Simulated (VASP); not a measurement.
# Pb (Im-3m) in VASP: a series of runs, part 2 of 2

VASP 6.6.1.

## (3) Relaxation of cell and atoms, PBEsol, target pressure 30 GPa, at which the enthalpy is minimised

INCAR

```
SYSTEM = Pb
PREC = Accurate
ENCUT = 600
EDIFF = 1E-6
ISMEAR = -1
SIGMA = 0.05
LREAL = .FALSE.
LASPH = .TRUE.
NELM = 80
ALGO = Normal
ISIF = 3
LWAVE = .FALSE.
LCHARG = .FALSE.
GGA = PS
IBRION = 2
NSW = 80
EDIFFG = -0.005
PSTRESS = 300.0
```

KPOINTS

```
regular mesh
0
G
  9 9 9
  0 0 0
```

POSCAR

```
Pb
1.0
   -1.9796595667      1.9796595667      1.9796595667
    1.9796595667     -1.9796595667      1.9796595667
    1.9796595667      1.9796595667     -1.9796595667
Pb
1
Direct
    0.0000000000      0.0000000000      0.0000000000
```

Potentials or basis: VASP PAW PBE potentials, release 64 (Pb_d).

Command:

```sh
> cat potpaw_PBE.64/Pb_d/POTCAR > POTCAR
> mpirun -np 1 vasp_std > vasp.out
```

OUTCAR:

```text
SYSTEM = Pb
   PREC = Accurate
   ENCUT = 600
   EDIFF = 1E-6
   ISMEAR = -1
   LREAL = .FALSE.
   LASPH = .TRUE.
   NELM = 80
   ISIF = 3
   GGA = PS
   IBRION = 2
   NSW = 80
   EDIFFG = -0.005
   PSTRESS = 300.0

 ion  position               nearest neighbor table
   1  0.000  0.000  0.000-

  LATTYP: Found a body centered cubic cell.
 ALAT       =     3.9593191334

  Lattice vectors:

 A1 = (  -1.9796595667,   1.9796595667,   1.9796595667)
 A2 = (   1.9796595667,  -1.9796595667,   1.9796595667)
 A3 = (   1.9796595667,   1.9796595667,  -1.9796595667)

Analysis of symmetry for initial positions (statically):
=====================================================================
 Subroutine PRICEL returns:
 Original cell was already a primitive cell.

 Routine SETGRP: Setting up the symmetry group for a
 body centered cubic supercell.

 Subroutine GETGRP returns: Found 48 space group operations
 (whereof 48 operations were pure point group operations)
 out of a pool of 48 trial point group operations.

The static configuration has the point symmetry O_h .

Analysis of symmetry for dynamics (positions and initial velocities):
=====================================================================
 Subroutine PRICEL returns:
 Original cell was already a primitive cell.

 Routine SETGRP: Setting up the symmetry group for a
 body centered cubic supercell.

 Subroutine GETGRP returns: Found 48 space group operations
 (whereof 48 operations were pure point group operations)
 out of a pool of 48 trial point group operations.

The dynamic configuration has the point symmetry O_h .

 Subroutine INISYM returns: Found 48 space group operations
 (whereof 48 operations are pure point group operations),
 and found     1 'primitive' translations

----------------------------------------------------------------------------------------

                                     Primitive cell

  volume of cell :      31.0336

  direct lattice vectors                    reciprocal lattice vectors
    -1.979659567  1.979659567  1.979659567     0.000000000  0.252568678  0.252568678
     1.979659567 -1.979659567  1.979659567     0.252568678  0.000000000  0.252568678
     1.979659567  1.979659567 -1.979659567     0.252568678  0.252568678  0.000000000

  length of vectors
     3.428870951  3.428870951  3.428870951     0.357186050  0.357186050  0.357186050

  position of ions in fractional coordinates (direct lattice)
     0.000000000  0.000000000  0.000000000

  ion indices of the primitive-cell ions
   primitive index   ion index
                 1           1

----------------------------------------------------------------------------------------

 KPOINTS: regular mesh

Automatic generation of k-mesh.
 Grid dimensions read from file:
 generate k-points for:    9    9    9

 Generating k-lattice:

  Cartesian coordinates                     Fractional coordinates (reciprocal lattice)
     0.000000000  0.028063186  0.028063186     0.111111111  0.000000000  0.000000000
     0.028063186  0.000000000  0.028063186     0.000000000  0.111111111  0.000000000
     0.028063186  0.028063186  0.000000000     0.000000000  0.000000000  0.111111111

  Length of vectors
     0.039687339  0.039687339  0.039687339

  Shift w.r.t. Gamma in fractional coordinates (k-lattice)
     0.000000000  0.000000000  0.000000000

 Subroutine IBZKPT returns following result:
 ===========================================

 Found     35 irreducible k-points:

 Following reciprocal coordinates:
            Coordinates               Weight
  0.000000  0.000000  0.000000      1.000000
  0.111111  0.000000  0.000000     12.000000
  0.222222  0.000000  0.000000     12.000000
  0.333333  0.000000  0.000000     12.000000
  0.444444  0.000000  0.000000     12.000000
  0.111111  0.111111  0.000000     24.000000
[... 16 lines left out ...]
 -0.333333  0.444444  0.111111     48.000000
 -0.444444 -0.444444  0.111111     24.000000
 [... further k-points ...]
   k-points           NKPTS =     35   k-points in BZ     NKDIM =     35   number of bands    NBANDS=     11
   number of dos      NEDOS =    301   number of ions     NIONS =      1
   total plane-waves  NPLWV =  21952
   dimension x,y,z NGX =    28 NGY =   28 NGZ =   28
   dimension x,y,z NGXF=    56 NGYF=   56 NGZF=   56
   ions per type =               1
   NGX,Y,Z   is equivalent  to a cutoff of  13.58, 13.58, 13.58 a.u.
   NGXF,Y,Z  is equivalent  to a cutoff of  27.15, 27.15, 27.15 a.u.
 SYSTEM =  Pb
   PREC   = accura    normal or accurate (medium, high low for compatibility)
   ISTART =      0    job   : 0-new  1-cont  2-samecut
   ICHARG =      2    charge: 1-file 2-atom 10-const
   ISPIN  =      1    spin polarized calculation?
   LNONCOLLINEAR =      F non collinear calculations
   LSORBIT =      F    spin-orbit coupling
   LASPH  =      T    aspherical Exc in radial PAW
   ENCUT  =  600.0 eV  44.10 Ry    6.64 a.u.   6.85  6.85  6.85*2*pi/ulx,y,z
   NELM   =     80;   NELMIN=  2; NELMDL= -5     # of ELM steps
   EDIFF  = 0.1E-05   stopping-criterion for ELM
   LREAL  =      F    real-space projection
   EDIFFG = -.5E-02   stopping-criterion for IOM
   NSW    =     80    number of steps for IOM
   IBRION =      2    ionic relax: 0-MD 1-quasi-New 2-CG
   NFREE  =      1    steps in history (QN), initial steepest desc. (CG)
   ISIF   =      3    stress and relaxation
   ISYM   =      2    0-nonsym 1-usesym 2-fastsym
   POTIM  = 0.5000    time-step for ionic-motion
   TEBEG  =    0.0;   TEEND  =   0.0 temperature during run
   PSTRESS=  300.0 pullay stress
   NELECT =      14.0000    total number of electrons
   NUPDOWN=      -1.0000    fix difference up-down
   EMIN   =  10.00;   EMAX   =-10.00  energy-range for DOS
   EFERMI =   0.00;   METHOD = LEGACY
   ISMEAR =    -1;   SIGMA  =   0.05  broadening in eV -4-tet -1-fermi 0-gaus
   EFERMI_NEDOS =   21; number of points for ismear=-14 and -15
   IALGO  =     38    algorithm
   IMIX   =      4    mixing-type and parameters
     AMIX     =   0.40;   BMIX     =  1.00
     AMIX_MAG =   1.60;   BMIX_MAG =  1.00
  volume/ion in A,a.u.               =      31.03       209.42
  Fermi-wavevector in a.u.,A,eV,Ry     =   1.255568  2.372680 21.448927  1.576452
  Thomas-Fermi vector in A             =   2.389319
   LORBIT       =      0    0 simple, 1 ext, 2 COOP (PROOUT), +10 PAW based schemes
   GGA     = PS    functional components
   LHFCALC =     F    Hartree Fock is set to
   AEXX    =    0.0000 exact exchange contribution
   IVDW    =     0    specifies the selected vdW correction
   LEPSILON=     F    determine dielectric tensor
   LRPA    =     F    only Hartree local field effects (RPA)
 conjugate gradient relaxation of ions
 non-spin polarized calculation
  energy-cutoff  :      600.00
  volume of cell :       31.03
 maximum number of plane-waves:      1055
   NGX = 13   NGY = 13   NGZ = 13

--------------------------------------- Ionic step        1  -------------------------------------------

 number of electron      14.0000002 magnetization

 Free energy of the ion-electron system (eV)
  ---------------------------------------------------
  ext. energy  EPLUGINS =         0.00000000
  ---------------------------------------------------
  free energy    TOTEN  =        -3.93962541 eV

  energy without entropy =       -3.93410988  energy(sigma->0) =       -3.93686765

------------------------ aborting loop because EDIFF is reached ----------------------------------------

  FORCE on cell =-STRESS in cart. coord.  units (eV):
  Direction    XX          YY          ZZ          XY          YZ          ZX
  --------------------------------------------------------------------------------------
  -------------------------------------------------------------------------------------
  Total       -0.3821624     -0.3821624     -0.3821624      0.0000000     -0.0000000      0.0000000
  in kB      -19.7299988    -19.7299988    -19.7299988      0.0000000     -0.0000000      0.0000000
  external PRESSURE =    -319.7299988 kB  Pullay stress =     300.0000000 kB
[... 98 lines left out ...]
--------------------------------------- Ionic step        4  -------------------------------------------

 number of electron      13.9999997 magnetization

 E-fermi :   9.3357     XC(G=0): -11.2558

 val. band max:        9.1482315401   @ k =   0.3333   0.2222   0.0000
 cond. band min:       9.3827476788   @ k =   0.2222   0.2222   0.1111
 fundamental gap:      0.2345161386
 Fermi energy:         9.3357403642

 k-point     1 :       0.0000    0.0000    0.0000
  band No.  band energies     occupation
      1      -7.9502      2.00000
      2      -7.9502      2.00000
      3      -7.9502      2.00000
      4      -7.5517      2.00000
      5      -7.5517      2.00000
      6      -3.8302      2.00000
      7      18.7639      0.00000
      8      18.7639      0.00000
      9      18.7639      0.00000
     10      20.6576      0.00000
     11      20.6576      0.00000
[... 506 lines left out ...]
--------------------------------------- Ionic step        9  -------------------------------------------

 number of electron      13.9999998 magnetization

 Free energy of the ion-electron system (eV)
  ---------------------------------------------------
  ext. energy  EPLUGINS =         0.00000000
  ---------------------------------------------------
  free energy    TOTEN  =        -3.41761773 eV

  energy without entropy =       -3.41232537  energy(sigma->0) =       -3.41497155

 E-fermi :  11.2705     XC(G=0): -11.9796

 val. band max:       11.2023656958   @ k =  -0.3333   0.3333   0.2222
 cond. band min:      11.2783625919   @ k =   0.2222   0.2222   0.1111
 fundamental gap:      0.0759968961
 Fermi energy:        11.2704761320

 k-point     1 :       0.0000    0.0000    0.0000
  band No.  band energies     occupation
      1      -6.2721      2.00000
      2      -6.2721      2.00000
      3      -6.2721      2.00000
      4      -5.7060      2.00000
      5      -5.7060      2.00000
      6      -3.1218      2.00000
      7      22.2962      0.00000
      8      22.2962      0.00000
      9      22.2962      0.00000
     10      22.6753      0.00000
     11      22.6753      0.00000
[... 354 lines left out ...]
  energy  without entropy=       -3.4123253731  energy(sigma->0) =       -3.41497155

  enthalpy is  TOTEN    =         0.7088938656 eV   P V=        4.1265115936

 reached required accuracy - stopping structural energy minimisation
```

CONTCAR:

```text
Pb
   1.00000000000000
    -1.7661901917637892    1.7661901917637892    1.7661901917637892
     1.7661901917637892   -1.7661901917637892    1.7661901917637892
     1.7661901917637892    1.7661901917637892   -1.7661901917637892
  Pb
     1
Direct
     0.0000000000000000    0.0000000000000000    0.0000000000000000

  0.00000000E+00  0.00000000E+00  0.00000000E+00
```

Wall time 50 s (1 thread of Intel Xeon Platinum 8488C (Sapphire Rapids), shared host); peak memory 0.18 GiB.

Results:

```yaml
Free_energy: -3.4176 eV
Relaxed_volume: 22.04 Å³/atom
Relaxed_cell: a = 3.059 Å, b = 3.059 Å, c = 3.059 Å, α = 109.47°, β = 109.47°, γ = 109.47°
Space_group_after_relaxing_to_0.05_Å: Im-3m (No. 229)
Energy_change_on_relaxing_the_enthalpy_is_what_falls: +522.0 meV/atom
Ionic_steps: 9
Pressure_after_relaxing: 30.0 GPa
Band_gap_on_the_k_mesh: zero (band 7 reaches 22.30 eV, above the bottom of band 8 at 8.30 eV)
```

Step by step:
```
step  energy change (eV)  largest force (eV/Å)  pressure (GPa)  volume (Å³)
   1              0.0000                0.0000           -1.97        31.03
   2             13.4896                0.0000          620.26        10.70
   3              0.0209                0.0000            4.57        27.41
   4              0.1245                0.0000           11.56        25.27
   5              0.6184                0.0000           33.99        21.55
   6              0.5090                0.0000           29.44        22.11
   7              0.5387                0.0000           30.70        21.95
   8              0.4895                0.0000           28.62        22.22
   9              0.5220                0.0000           30.00        22.04
```

Final structure:
```
Pb
1.0
    -1.76619    1.76619    1.76619
     1.76619   -1.76619    1.76619
     1.76619    1.76619   -1.76619
Pb
1
Direct
  0.00000 0.00000 0.00000
```

Caveat: the cell is relaxed towards a set pressure, so the enthalpy falls and the energy may rise; the volume moved by over 15 % at a fixed basis, so the end points are rough; the PAW data sets were made with another functional, which shifts forces and pressure a little; spin-orbit coupling is left out, which moves the levels of the heavy elements.
